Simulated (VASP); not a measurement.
Set up this calculation in VASP 6.6.1, as the native input.

```
Task                               : single point
Functional                         : HSE06
Potentials or basis                : VASP PAW PBE potentials, release 64 (Te, Be)
Cutoff                             : 520 eV
k mesh                             : 6 × 6 × 6
Occupations                        : fermi-dirac, width 0.05 eV
Spin                               : no spin polarisation
Dipole correction                  : no
Grid for exact exchange (PRECFOCK) : Normal
Further INCAR settings             : ALGO = Normal; EDIFF = 1e-06; NBANDS = 11
Share of exact exchange            : 0.25
Screening parameter                : 0.2079 1/Å
```

The system is BeTe.

```xyz
2
Lattice="0.0000 2.7514 2.7514 2.7514 0.0000 2.7514 2.7514 2.7514 0.0000" Properties=species:S:1:pos:R:3 pbc="T T T"
Te    4.1271    4.1271    4.1271
Be    0.0000    0.0000    0.0000
```

The input as run:

POSCAR

```
BeTe
1.0
    0.0000000000      2.7514088358      2.7514088358
    2.7514088358      0.0000000000      2.7514088358
    2.7514088358      2.7514088358      0.0000000000
Te Be
1 1
Direct
    0.7500000000      0.7500000000      0.7500000000
    0.0000000000      0.0000000000      0.0000000000
```

INCAR.step1

```
SYSTEM = BeTe
  ALGO = Normal
  EDIFF = 1E-5
  ENCUT = 520
  GGA = PE
  ISIF = 2
  ISMEAR = -1
  LASPH = .TRUE.
  LCHARG = .FALSE.
  LREAL = .FALSE.
  LWAVE = .TRUE.
  NBANDS = 11
  NELM = 80
  PREC = Accurate
  SIGMA = 0.05
```

INCAR.step2

```
SYSTEM = BeTe
  ALGO = Normal
  EDIFF = 1E-6
  ENCUT = 520
  GGA = PE
  HFSCREEN = 0.2079
  ISIF = 2
  ISMEAR = -1
  ISTART = 1
  LASPH = .TRUE.
  LCHARG = .FALSE.
  LHFCALC = .TRUE.
  LREAL = .FALSE.
  LWAVE = .FALSE.
  NBANDS = 11
  NELM = 80
  PREC = Accurate
  PRECFOCK = Normal
  SIGMA = 0.05
```

KPOINTS

```
k-points
0
G
  6 6 6
  0 0 0
```

Potentials or basis: VASP PAW PBE potentials, release 64 (Te, Be).

The run is started by

```bash
$ cat potpaw_PBE.64/Te/POTCAR potpaw_PBE.64/Be/POTCAR > POTCAR
$ cp INCAR.step1 INCAR
$ mpirun -np 1 vasp_std > vasp.out
$ cp INCAR.step2 INCAR
$ mpirun -np 1 vasp_std > vasp.out
```

It gave:

```yaml
Pressure: 4.7 GPa
Band_gap_on_the_k_mesh: 2.45 eV (least direct gap 4.40 eV)
```

Caveat: the cell stands under pressure; the PAW data sets were made with another functional, which shifts forces and pressure a little; spin-orbit coupling is left out, which moves the levels of the heavy elements.

Run time: 11 min on 1 thread of Intel(R) Xeon(R) Platinum 8488C (Sapphire Rapids), on a shared host, peak memory 0.29 GiB.
